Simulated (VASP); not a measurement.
CaH, 4 atoms in the cell. The structure is orthorhombic, space group Cmcm (No. 63). The conventional cell has a = 4.151 Å, b = 7.100 Å, c = 4.885 Å, α = 90.00°, β = 90.00°, γ = 90.00°. Within 3.1 Å of Ca (site symmetry m2m) lie 5 H at 2.38 to 2.44 Å. Within 3.1 Å of H (site symmetry m2m) lie 5 Ca at 2.38 to 2.44 Å. 

* Program: VASP 6.6.1
* Task: single point
* Functional: PBE
* Potentials or basis: VASP PAW PBE potentials, release 64 (Ca_sv, H)
* Cutoff: 520 eV
* k mesh: 6 × 6 × 4
* Occupations: gaussian, width 0.1 eV
* Spin: no spin polarisation
* Dipole correction: no
* Further INCAR settings: ALGO = Normal; EDIFF = 1e-06; NBANDS = 19

Potentials or basis: VASP PAW PBE potentials, release 64 (Ca_sv, H).

The run is started by

```bash
$ cat potpaw_PBE.64/Ca_sv/POTCAR potpaw_PBE.64/H/POTCAR > POTCAR
$ mpirun -np 1 vasp_std > vasp.out
```

Hardware: 1 thread of Intel(R) Xeon(R) 6975P-C (Granite Rapids), on a shared host.

Problem. How long does it take, and how much memory?

Solution. Wall time 25 s on 1 thread of Intel(R) Xeon(R) 6975P-C (Granite Rapids), on a shared host, peak memory 0.2 GiB. Counts: scf iterations 12, k points 39.
